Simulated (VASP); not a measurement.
BiTe, 2 atoms in the cell. It takes space group P-6m2 (No. 187, hexagonal). Conventional cell: a = 4.215 Å, b = 4.215 Å, c = 4.477 Å, α = 90.00°, β = 90.00°, γ = 120.00°. Bi (site symmetry -6m2) has 6 Te at 3.31 Å and 6 Bi at 4.21 Å within 4.3 Å. Within 4.3 Å of Te (site symmetry -6m2) lie 6 Bi at 3.31 Å and 6 Te at 4.21 Å. 

* Program: VASP 6.6.1
* Task: relaxation of shape and atoms at fixed volume
* Functional: PBE
* Potentials or basis: VASP PAW PBE potentials, release 64 (Bi_d, Te)
* Cutoff: 500 eV
* k mesh: 10 × 10 × 8
* Occupations: gaussian, width 0.05 eV
* Spin: no spin polarisation
* Dipole correction: no
* Further INCAR settings: ALGO = Normal; EDIFF = 1e-07; IBRION = 2; EDIFFG = -0.01; NSW = 60; ISIF = 4

Potentials or basis: VASP PAW PBE potentials, release 64 (Bi_d, Te).

The run is started by

```sh
$ cat potpaw_PBE.64/Bi_d/POTCAR potpaw_PBE.64/Te/POTCAR > POTCAR
$ mpirun -np 1 vasp_std > vasp.out
```

Hardware: 1 thread of Intel Xeon 8259CL, with other jobs on the host.

Q: Estimate the wall time of this run.

A: It took 2.1 min on 1 thread of Intel Xeon 8259CL (shared host), peak memory 0.24 GiB. Counts: scf iterations 25, k points 70, ion steps 3.
